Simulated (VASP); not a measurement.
## AlP: relaxation of the atoms with PBE+D3(BJ)

System: AlP, a slab with vacuum.

```
P Al
1.0
     7.71026    0.00000    0.00000
    -3.85513    6.67728    0.00000
     0.00000    0.00000   23.08232
P Al
12 12
Direct
  0.50000 0.00000 0.34659
  0.50000 0.50000 0.34659
  0.00000 0.00000 0.34659
  0.00000 0.50000 0.34659
  0.66667 0.83333 0.48295
  0.66667 0.33333 0.48295
  0.16667 0.83333 0.48295
  0.16667 0.33333 0.48295
  0.83333 0.66667 0.61932
  0.83333 0.16667 0.61932
  0.33333 0.66667 0.61932
  0.33333 0.16667 0.61932
  0.16667 0.83333 0.38068
  0.16667 0.33333 0.38068
  0.66667 0.83333 0.38068
  0.66667 0.33333 0.38068
  0.33333 0.66667 0.51705
  0.33333 0.16667 0.51705
  0.83333 0.66667 0.51705
  0.83333 0.16667 0.51705
  0.50000 0.50000 0.65341
  0.50000 0.00000 0.65341
  0.00000 0.50000 0.65341
  0.00000 0.00000 0.65341
```

* Program: VASP 6.6.1
* Task: relaxation of the atoms
* Functional: PBE
* Dispersion: D3(BJ)
* Potentials or basis: VASP PAW PBE potentials, release 64 (P, Al)
* Cutoff: 520 eV
* k mesh: 3 × 3 × 1
* Occupations: gaussian, width 0.05 eV
* Spin: no spin polarisation
* Dipole correction: yes
* Atoms held fixed (from 0): [0, 1, 2, 3, 4, 5, 6, 7, 12, 13, 14, 15]
* Further INCAR settings: LREAL = Auto; ALGO = Normal; EDIFF = 1e-06; IBRION = 2; EDIFFG = -0.03; NSW = 90

| Item | Value |
| --- | --- |
| Energy gained by relaxing | 13.9 meV/atom |
| Ionic steps | 10 |
| Band gap on the k mesh | zero (filled and empty bands touch) |
| Dispersion energy per atom | -0.242 eV |

The path:
```tsv
step	energy change (eV)	largest force on free atoms (eV/Å)	pressure (GPa)
1	0.0000	1.0052	-0.16
2	-0.2538	0.3119	-0.12
3	-0.2972	0.1586	-0.05
4	-0.2973	0.1652	-0.05
5	-0.3034	0.1389	-0.03
6	-0.3148	0.0755	0.03
7	-0.3083	0.2019	0.16
8	-0.3167	0.1040	0.08
9	-0.3237	0.0839	0.12
10	-0.3340	0.0184	0.24
```

Final structure:
```cif
data_structure
_symmetry_space_group_name_H-M 'P 1'
_symmetry_Int_Tables_number 1
_cell_length_a 7.7103
_cell_length_b 7.7103
_cell_length_c 23.0823
_cell_angle_alpha 90.000
_cell_angle_beta 90.000
_cell_angle_gamma 120.000
_cell_volume 1188.36
loop_
_atom_site_label
_atom_site_type_symbol
_atom_site_fract_x
_atom_site_fract_y
_atom_site_fract_z
_atom_site_occupancy
P1 P 0.50000 0.00000 0.34659 1
P2 P 0.50000 0.50000 0.34659 1
P3 P 0.00000 0.00000 0.34659 1
P4 P 0.00000 0.50000 0.34659 1
P5 P 0.66667 0.83333 0.48295 1
P6 P 0.66667 0.33333 0.48295 1
P7 P 0.16667 0.83333 0.48295 1
P8 P 0.16667 0.33333 0.48295 1
P9 P 0.83333 0.66667 0.62053 1
P10 P 0.83333 0.16667 0.62053 1
P11 P 0.33333 0.66667 0.62053 1
P12 P 0.33333 0.16667 0.62053 1
Al1 Al 0.16667 0.83333 0.38068 1
Al2 Al 0.16667 0.33333 0.38068 1
Al3 Al 0.66667 0.83333 0.38068 1
Al4 Al 0.66667 0.33333 0.38068 1
Al5 Al 0.33333 0.66667 0.51304 1
Al6 Al 0.33333 0.16667 0.51304 1
Al7 Al 0.83333 0.66667 0.51304 1
Al8 Al 0.83333 0.16667 0.51304 1
Al9 Al 0.50000 0.50000 0.64693 1
Al10 Al 0.50000 0.00000 0.64693 1
Al11 Al 0.00000 0.50000 0.64693 1
Al12 Al 0.00000 0.00000 0.64693 1
```

Levels at points of the mesh, in eV from the Fermi level:
```csv
k point,band 46,band 47,band 48,band 49,band 50,band 51
"(0.00, 0.00, 0.00)",-0.34,-0.02,-0.02,-0.02,0.17,0.17
```

Wall time 30 min on 2 MPI ranks on Intel(R) Xeon(R) Platinum 8559C (Emerald Rapids) (shared host), peak memory 1.2 GiB a rank.
